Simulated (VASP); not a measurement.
# TiAl (P-6m2) in VASP: further runs

Runs on TiAl. Level: PBEsol. Tasks: single point.

Everything below comes from runs of VASP 6.6.1. Logs are shortened: lines on timing, memory, paths and dates and some standing lists are left out, and cuts for length are marked.

## (1) The cell of the first run

Symmetry: P-6m2, No. 187, hexagonal system. Conventional cell: a = 2.848 Å, b = 2.848 Å, c = 4.597 Å, α = 90.00°, β = 90.00°, γ = 120.00°. Ti (site symmetry -6m2) has 6 Al at 2.83 Å and 6 Ti at 2.85 Å within 3.7 Å. Al (site symmetry -6m2) has 6 Ti at 2.83 Å and 6 Al at 2.85 Å within 3.7 Å.

## (2) Single point, PBEsol (strain -0.0050 x Voigt [0, 0, 1, 0, 0, 0])

Contents of INCAR:

```
PREC     = Accurate       # precision mode
ENCUT    = 500            # plane-wave cutoff, eV
EDIFF    = 1E-6           # SCF threshold, eV
ISMEAR   = 0              # smearing method
SIGMA    = 0.15           # smearing width, eV
LREAL    = F              # projectors in reciprocal space
LASPH    = T              # aspherical terms in the spheres
NELM     = 120            # most SCF steps
ALGO     = Normal         # electronic algorithm
ISIF     = 2              # what is computed and relaxed
LWAVE    = F              # write WAVECAR
LCHARG   = F              # write CHGCAR
GGA      = PS             # functional
NBANDS   = 14             # bands
GGA_COMPAT= F
```

Contents of KPOINTS:

```
Automatic mesh
0
Gamma
  24 24 14
```

Contents of POSCAR:

```
TiAl
1.0
    2.8478212843      0.0000000000      0.0000000000
   -1.4239106421      2.4662855776      0.0000000000
    0.0000000000      0.0000000000      4.5968450171
Ti Al
1 1
Direct
    0.0000000000      0.0000000000      0.0000000000
    0.3333333333      0.6666666667      0.5000000000
```

Potentials or basis: VASP PAW PBE potentials, release 64 (Ti_sv, Al).

Launch:

```
> cat potpaw_PBE.64/Ti_sv/POTCAR potpaw_PBE.64/Al/POTCAR > POTCAR
> mpirun -np 1 vasp_std > vasp.out
```

OUTCAR:

```text
PREC = Accurate
   ENCUT = 500
   EDIFF = 1E-6
   ISMEAR = 0
   LREAL = F
   LASPH = T
   NELM = 120
   ISIF = 2
   GGA = PS

 ion  position               nearest neighbor table
   1  0.000  0.000  0.000-   2 2.83   2 2.83   2 2.83   2 2.83   2 2.83   2 2.83
   2  0.333  0.667  0.500-   1 2.83   1 2.83   1 2.83   1 2.83   1 2.83   1 2.83

  LATTYP: Found a hexagonal cell.
 ALAT       =     2.8478212843
 C/A-ratio  =     1.6141620412

  Lattice vectors:

 A1 = (   2.8478212843,   0.0000000000,   0.0000000000)
 A2 = (  -1.4239106421,   2.4662855776,   0.0000000000)
 A3 = (   0.0000000000,   0.0000000000,   4.5968450171)

Analysis of symmetry for initial positions (statically):
=====================================================================
 Subroutine PRICEL returns:
 Original cell was already a primitive cell.

 Routine SETGRP: Setting up the symmetry group for a
 hexagonal supercell.

 Subroutine GETGRP returns: Found 12 space group operations
 (whereof 12 operations were pure point group operations)
 out of a pool of 24 trial point group operations.

The static configuration has the point symmetry D_3h.

Analysis of symmetry for dynamics (positions and initial velocities):
=====================================================================
 Subroutine PRICEL returns:
 Original cell was already a primitive cell.

 Routine SETGRP: Setting up the symmetry group for a
 hexagonal supercell.

 Subroutine GETGRP returns: Found 12 space group operations
 (whereof 12 operations were pure point group operations)
 out of a pool of 24 trial point group operations.

The dynamic configuration has the point symmetry D_3h.

 Subroutine INISYM returns: Found 12 space group operations
 (whereof 12 operations are pure point group operations),
 and found     1 'primitive' translations

----------------------------------------------------------------------------------------

                                     Primitive cell

  volume of cell :      32.2861

  direct lattice vectors                    reciprocal lattice vectors
     2.847821284  0.000000000  0.000000000     0.351145630  0.202734024  0.000000000
    -1.423910642  2.466285578  0.000000000     0.000000000  0.405468048  0.000000000
     0.000000000  0.000000000  4.596845017     0.000000000  0.000000000  0.217540508

  length of vectors
     2.847821284  2.847821284  4.596845017     0.405468048  0.405468048  0.217540508

  position of ions in fractional coordinates (direct lattice)
     0.000000000  0.000000000  0.000000000
[... 83 lines left out ...]
   NFREE  =      0    steps in history (QN), initial steepest desc. (CG)
   ISIF   =      2    stress and relaxation
   ISYM   =      2    0-nonsym 1-usesym 2-fastsym
   POTIM  = 0.5000    time-step for ionic-motion
   TEBEG  =    0.0;   TEEND  =   0.0 temperature during run
   PSTRESS=    0.0 pullay stress
   NELECT =      15.0000    total number of electrons
   NUPDOWN=      -1.0000    fix difference up-down
   EMIN   =  10.00;   EMAX   =-10.00  energy-range for DOS
   EFERMI =   0.00;   METHOD = LEGACY
   ISMEAR =     0;   SIGMA  =   0.15  broadening in eV -4-tet -1-fermi 0-gaus
   EFERMI_NEDOS =   21; number of points for ismear=-14 and -15
   IALGO  =     38    algorithm
   IMIX   =      4    mixing-type and parameters
     AMIX     =   0.40;   BMIX     =  1.00
     AMIX_MAG =   1.60;   BMIX_MAG =  1.00
  volume/ion in A,a.u.               =      16.14       108.94
  Fermi-wavevector in a.u.,A,eV,Ry     =   1.267944  2.396066 21.873827  1.607681
  Thomas-Fermi vector in A             =   2.401065
   LORBIT       =      0    0 simple, 1 ext, 2 COOP (PROOUT), +10 PAW based schemes
   GGA     = PS    functional components
   LHFCALC =     F    Hartree Fock is set to
   AEXX    =    0.0000 exact exchange contribution
   IVDW    =     0    specifies the selected vdW correction
   LEPSILON=     F    determine dielectric tensor
   LRPA    =     F    only Hartree local field effects (RPA)
 non-spin polarized calculation
 Gauss-broadening in eV      SIGMA  =   0.15
  energy-cutoff  :      500.00
  volume of cell :       32.29
 maximum number of plane-waves:       835
 NGX is ok and might be reduce to    24
   NGX = 11   NGY = 11   NGZ = 17

 number of electron      15.0000005 magnetization

 Free energy of the ion-electron system (eV)
  ---------------------------------------------------
  ext. energy  EPLUGINS =         0.00000000
  ---------------------------------------------------
  free energy    TOTEN  =       -12.94569257 eV

  energy without entropy =      -12.91608122  energy(sigma->0) =      -12.93088689

 E-fermi :   8.0847     XC(G=0): -11.1665

 val. band max:        8.0844007912   @ k =   0.2083   0.1250   0.4286
 cond. band min:       8.0882640898   @ k =   0.1667   0.0833   0.3571
 fundamental gap:      0.0038632986
 Fermi energy:         8.0846868702

 k-point     1 :       0.0000    0.0000    0.0000
  band No.  band energies     occupation
      1     -48.1392      2.00000
      2     -24.5686      2.00000
      3     -24.1200      2.00000
      4     -24.1200      2.00000
      5      -0.9618      2.00000
      6       5.7874      2.00000
      7       6.3356      2.00000
      8       9.3926      0.00000
      9       9.3926      0.00000
     10      10.9175      0.00000
     11      10.9175      0.00000
     12      12.2655      0.00000
     13      21.0935      0.00000
     14      21.0935      0.00000
[... 377 lines left out ...]
      1     -48.0339      2.00000
      2     -24.7375      2.00000
      3     -24.4651      2.00000
      4     -24.2694      2.00000
      5       4.1748      2.00000
      6       5.4229      2.00000
      7       6.5137      2.00000
      8       7.1003      2.00000
      9      10.1207      0.00000
     10      11.9691      0.00000
     11      12.3483      0.00000
     12      12.4582      0.00000
     13      13.7832      0.00000
     14      15.6226      0.00000

 [... further k-points ...]
[... 5 lines left out ...]
  --------------------------------------------------------------------------------------
  -------------------------------------------------------------------------------------
  Total        0.0856903      0.0856903      0.2324500      0.0000000      0.0000000      0.0000000
  in kB        4.2523240      4.2523240     11.5351766      0.0000000      0.0000000      0.0000000
  external PRESSURE =       6.6799415 kB  Pullay stress =       0.0000000 kB

 VOLUME and BASIS-vectors are now :
 -----------------------------------------------------------------------------
  energy-cutoff  :      500.00
  volume of cell :       32.29
      direct lattice vectors                 reciprocal lattice vectors
     2.847821284  0.000000000  0.000000000     0.351145630  0.202734024  0.000000000
    -1.423910642  2.466285578  0.000000000     0.000000000  0.405468048  0.000000000
     0.000000000  0.000000000  4.596845017     0.000000000  0.000000000  0.217540508

 POSITION                                       TOTAL-FORCE (eV/Angst)
 -----------------------------------------------------------------------------------
      0.00000      0.00000      0.00000         0.000000      0.000000      0.000000
     -0.00000      1.64419      2.29842         0.000000     -0.000000      0.000000
 -----------------------------------------------------------------------------------
    total drift:                                0.000000     -0.000000      0.000000

  FREE ENERGIE OF THE ION-ELECTRON SYSTEM (eV)
  ---------------------------------------------------
  free  energy   TOTEN  =       -12.9456925652 eV

  energy  without entropy=      -12.9160812156  energy(sigma->0) =      -12.93088689
```

OSZICAR:

```text
N       E                     dE             d eps       ncg     rms          rms(c)
DAV:   1     0.974831627395E+02    0.97483E+02   -0.69554E+03 13696   0.106E+03
DAV:   2    -0.887054203615E+01   -0.10635E+03   -0.10218E+03 14192   0.293E+02
DAV:   3    -0.143834482323E+02   -0.55129E+01   -0.53871E+01 20586   0.648E+01
DAV:   4    -0.145470353817E+02   -0.16359E+00   -0.16337E+00 15456   0.997E+00
DAV:   5    -0.145530022937E+02   -0.59669E-02   -0.59665E-02 20434   0.176E+00    0.978E+00
DAV:   6    -0.132288068461E+02    0.13242E+01   -0.60367E+00 15486   0.305E+01    0.367E+00
DAV:   7    -0.129753990223E+02    0.25341E+00   -0.70510E-01 14992   0.966E+00    0.210E+00
DAV:   8    -0.129498372353E+02    0.25562E-01   -0.16654E-01 15692   0.460E+00    0.823E-01
DAV:   9    -0.129485052844E+02    0.13320E-02   -0.49496E-02 14980   0.318E+00    0.434E-01
DAV:  10    -0.129456297735E+02    0.28755E-02   -0.77637E-03 15392   0.113E+00    0.670E-02
DAV:  11    -0.129457136152E+02   -0.83842E-04   -0.83797E-04 18656   0.274E-01    0.640E-02
DAV:  12    -0.129457045932E+02    0.90220E-05   -0.32884E-05 15066   0.548E-02    0.429E-02
DAV:  13    -0.129456928684E+02    0.11725E-04   -0.25545E-05 15476   0.613E-02    0.111E-02
DAV:  14    -0.129456925652E+02    0.30321E-06   -0.12373E-06 11506   0.108E-02
   1 F= -.12945693E+02 E0= -.12930887E+02  d E =-.296113E-01
```

It took 76 s on 1 thread of Intel Xeon 6975P-C (Granite Rapids), shared host; peak memory 0.33 GiB.

Results:

```
Free energy : -12.9457 eV
Pressure    : 0.7 GPa
```

Stress tensor (GPa, compression positive):
```
0.43 0.00 0.00
0.00 0.43 0.00
0.00 0.00 1.15
```

Caveat: the cell differs from its parent crystal (strain -0.0050 x Voigt [0, 0, 1, 0, 0, 0]); the PAW data sets were made with another functional, which shifts forces and pressure a little.

## (3) Single point, PBEsol (strain +0.0050 x Voigt [0, 0, 1, 0, 0, 0])

Contents of INCAR:

```
  PREC = Accurate
  ENCUT = 500
  EDIFF = 1E-6
  ISMEAR = 0
  SIGMA = 0.15
  LREAL = F
  LASPH = T
  NELM = 120
  ALGO = Normal
  ISIF = 2
  LWAVE = F
  LCHARG = F
  GGA = PS
  NBANDS = 14
  GGA_COMPAT = F
```

Contents of KPOINTS:

```
regular mesh
0
Gamma
  24 24 14
```

Changes to POSCAR since step 2:

```diff
@@ -4,3 +4,3 @@
    -1.4239106421      2.4662855776      0.0000000000
-    0.0000000000      0.0000000000      4.5968450171
+    0.0000000000      0.0000000000      4.6430444645
 Ti Al
```

Potentials or basis: VASP PAW PBE potentials, release 64 (Ti_sv, Al).

Launch:

```
> cat potpaw_PBE.64/Ti_sv/POTCAR potpaw_PBE.64/Al/POTCAR > POTCAR
> mpirun -np 1 vasp_std > vasp.out
```

OUTCAR:

```text
PREC = Accurate
   ENCUT = 500
   EDIFF = 1E-6
   ISMEAR = 0
   LREAL = F
   LASPH = T
   NELM = 120
   ISIF = 2
   GGA = PS

 ion  position               nearest neighbor table
   1  0.000  0.000  0.000-   2 2.84   2 2.84   2 2.84   2 2.84   2 2.84   2 2.84
   2  0.333  0.667  0.500-   1 2.84   1 2.84   1 2.84   1 2.84   1 2.84   1 2.84

  LATTYP: Found a hexagonal cell.
 ALAT       =     2.8478212843
 C/A-ratio  =     1.6303847752

  Lattice vectors:

[... 585 lines left out ...]
      7       6.4297      2.00000
      8       7.0038      2.00000
      9      10.0287      0.00000
     10      11.8439      0.00000
     11      12.1827      0.00000
     12      12.2850      0.00000
     13      13.5886      0.00000
     14      15.5315      0.00000

 [... further k-points ...]
[... 5 lines left out ...]
  --------------------------------------------------------------------------------------
  -------------------------------------------------------------------------------------
  Total       -0.0554809     -0.0554809     -0.2473032     -0.0000000      0.0000000      0.0000000
  in kB       -2.7258095     -2.7258095    -12.1501438     -0.0000000      0.0000000      0.0000000
  external PRESSURE =      -5.8672543 kB  Pullay stress =       0.0000000 kB

 VOLUME and BASIS-vectors are now :
 -----------------------------------------------------------------------------
  energy-cutoff  :      500.00
  volume of cell :       32.61
      direct lattice vectors                 reciprocal lattice vectors
     2.847821284  0.000000000  0.000000000     0.351145630  0.202734024  0.000000000
    -1.423910642  2.466285578  0.000000000     0.000000000  0.405468048  0.000000000
     0.000000000  0.000000000  4.643044464     0.000000000  0.000000000  0.215375926

 POSITION                                       TOTAL-FORCE (eV/Angst)
 -----------------------------------------------------------------------------------
      0.00000      0.00000      0.00000        -0.000000      0.000000      0.000000
     -0.00000      1.64419      2.32152         0.000000     -0.000000      0.000000
 -----------------------------------------------------------------------------------
    total drift:                                0.000000     -0.000000      0.000000

  FREE ENERGIE OF THE ION-ELECTRON SYSTEM (eV)
  ---------------------------------------------------
  free  energy   TOTEN  =       -12.9456405027 eV

  energy  without entropy=      -12.9164508817  energy(sigma->0) =      -12.93104569
```

stdout:

```text
POSCAR found type information on POSCAR TiAl
 POSCAR found :  2 types and       2 ions
 scaLAPACK will be used
 -----------------------------------------------------------------------------
|                                                                             |
|                                                                             |
|     You enforced a specific xc type in the INCAR file but a different       |
|     I HOPE YOU KNOW WHAT YOU ARE DOING!                                     |
|                                                                             |
 -----------------------------------------------------------------------------

 LDA part: xc-table for (Slater+PW92), standard interpolation
 POSCAR, INCAR and KPOINTS ok, starting setup
 FFT: planning ... GRIDC
 FFT: planning ... GRID_SOFT
 FFT: planning ... GRID
 WAVECAR not read
 entering main loop
```

It took 73 s on 1 thread of Intel Xeon 6975P-C (Granite Rapids), shared host; peak memory 0.33 GiB.

Results:

```yaml
Free_energy: -12.9456 eV
Pressure: -0.6 GPa
```

Stress tensor (GPa, compression positive):
```
-0.27  0.00  0.00
 0.00 -0.27  0.00
 0.00  0.00 -1.22
```

Levels at points of the mesh, in eV from the Fermi level:
```
           k point  band 4  band 5  band 6  band 7  band 8  band 9  band 10  band 11
(0.00, 0.00, 0.00)  -32.23   -9.02   -2.33   -1.83    1.30    1.30     2.83     2.83
(0.50, 0.00, 0.00)  -32.37   -3.75   -2.82   -1.58   -1.02    2.14     4.06     4.17
(0.00, 0.00, 0.50)  -32.23   -8.10   -5.32   -0.45    1.31    1.31     2.75     2.75
(0.50, 0.00, 0.50)  -32.37   -3.70   -2.42   -1.87    0.57    0.96     1.93     3.01
```

Caveat: the cell differs from its parent crystal (strain +0.0050 x Voigt [0, 0, 1, 0, 0, 0]); the PAW data sets were made with another functional, which shifts forces and pressure a little.

## (4) Single point, PBEsol (strain +0.0100 x Voigt [0, 0, 1, 0, 0, 0])

Contents of INCAR:

```
PREC = Accurate ; ENCUT = 500
EDIFF = 1E-6 ; ISMEAR = 0
SIGMA = 0.15 ; LREAL = False
LASPH = True ; NELM = 120
ALGO = Normal ; ISIF = 2
LWAVE = False ; LCHARG = False
GGA = PS ; NBANDS = 14
GGA_COMPAT = False
```

KPOINTS is that of step 3.

Changes to POSCAR since step 3:

```diff
@@ -4,3 +4,3 @@
    -1.4239106421      2.4662855776      0.0000000000
-    0.0000000000      0.0000000000      4.6430444645
+    0.0000000000      0.0000000000      4.6661441882
 Ti Al
```

Launch:

```
> cat potpaw_PBE.64/Ti_sv/POTCAR potpaw_PBE.64/Al/POTCAR > POTCAR
> mpirun -np 1 vasp_std > vasp.out
```

Wall time 69 s (1 thread of Intel Xeon 6975P-C (Granite Rapids), shared host); peak memory 0.33 GiB.

It converged, with:

```
Free energy : -12.9438 eV
Pressure    : -1.2 GPa
```

Stress tensor (GPa, compression positive):
```
-0.60  0.00  0.00
 0.00 -0.60  0.00
 0.00  0.00 -2.35
```

Levels at points of the mesh, in eV from the Fermi level:
```tsv
k point	band 4	band 5	band 6	band 7	band 8	band 9	band 10	band 11
(0.00, 0.00, 0.00)	-32.24	-9.01	-2.34	-1.87	1.30	1.30	2.82	2.82
(0.50, 0.00, 0.00)	-32.38	-3.73	-2.81	-1.58	-1.02	2.14	4.05	4.13
(0.00, 0.00, 0.50)	-32.24	-8.11	-5.32	-0.47	1.31	1.31	2.75	2.75
(0.50, 0.00, 0.50)	-32.38	-3.68	-2.42	-1.86	0.57	0.95	1.94	2.95
```

Caveat: the cell differs from its parent crystal (strain +0.0100 x Voigt [0, 0, 1, 0, 0, 0]); the PAW data sets were made with another functional, which shifts forces and pressure a little.

## (5) Summary

| cell | gap on the mesh (eV) | pressure (GPa) |
| --- | --- | --- |
| a = 2.848, b = 2.848, c = 4.597 Å, angles 90.0, 90.0, 120.0°, 2 atoms | none | 0.7 |
| a = 2.848, b = 2.848, c = 4.643 Å, angles 90.0, 90.0, 120.0°, 2 atoms | none | -0.6 |
| a = 2.848, b = 2.848, c = 4.666 Å, angles 90.0, 90.0, 120.0°, 2 atoms | none | -1.2 |

Alike in all rows: task single point; level PBEsol; potentials or basis VASP PAW PBE potentials, release 64 (Ti_sv, Al); no spin polarisation; k mesh 24 × 24 × 14; cutoff (eV) 500; smearing gaussian 0.15 eV.

Caveats: the PAW data sets were made with another functional, which shifts forces and pressure a little.

Total energies depend on the potentials used, so only differences within one code and one set of settings carry meaning.
